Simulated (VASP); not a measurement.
Input of a VASP 6.6.1 run:

The input INCAR:

```
PREC = Accurate ; ENCUT = 600
EDIFF = 1E-7 ; ISMEAR = -1
SIGMA = 0.03 ; LREAL = F
LASPH = T ; NELM = 80
ALGO = Normal ; ISIF = 3
LWAVE = F ; LCHARG = F
GGA = PS ; IBRION = 2
NSW = 100 ; EDIFFG = -0.01
```

File KPOINTS:

```
regular mesh
0
Gamma
  4 4 6
```

POSCAR

```
BiS2
1.0
    6.0649127500      0.0000000000      0.0000000000
    0.0000000000      6.0649127500      0.0000000000
    0.0000000000      0.0000000000      4.0542140700
Bi S
2 4
Direct
    0.5000000000      0.5000000000      0.5000000000
    0.0000000000      0.0000000000      0.0000000000
    0.6955720000      0.6955720000      0.0000000000
    0.8044280000      0.1955720000      0.5000000000
    0.3044280000      0.3044280000      0.0000000000
    0.1955720000      0.8044280000      0.5000000000
```

Potentials or basis: VASP PAW PBE potentials, release 64 (Bi_d, S).

Launch:

```console
$ cat potpaw_PBE.64/Bi_d/POTCAR potpaw_PBE.64/S/POTCAR > POTCAR
$ mpirun -np 1 vasp_std > vasp.out
```

Predict the relaxed volume.

26.94 Å³/atom.

What does it give for the relaxed cell?

a = 6.161 Å, b = 6.161 Å, c = 4.258 Å, α = 90.00°, β = 90.00°, γ = 90.00°.

Predict the band gap on the k mesh.

zero (bands 27 and 28 overlap by 1.36 eV).

The path:
| step | energy change (eV) | largest force (eV/Å) | pressure (GPa) | volume (Å³) |
| --- | --- | --- | --- | --- |
| 1 | 0.0000 | 0.0561 | 6.19 | 149.13 |
| 2 | -0.1588 | 0.2285 | -2.76 | 170.80 |
| 3 | -0.2386 | 0.2010 | -0.03 | 162.21 |
| 4 | -0.2386 | 0.1996 | 0.08 | 161.95 |
| 5 | -0.2443 | 0.1195 | 0.04 | 162.10 |
| 6 | -0.2473 | 0.0040 | 0.01 | 162.33 |
| 7 | -0.2504 | 0.0051 | -0.10 | 162.44 |
| 8 | -0.2530 | 0.0075 | -0.32 | 162.66 |
| 9 | -0.2535 | 0.0043 | 0.25 | 160.97 |
| 10 | -0.2541 | 0.0004 | 0.02 | 161.65 |

Caveat: the PAW data sets were made with another functional, which shifts forces and pressure a little; spin-orbit coupling is left out, which moves the levels of the heavy elements.
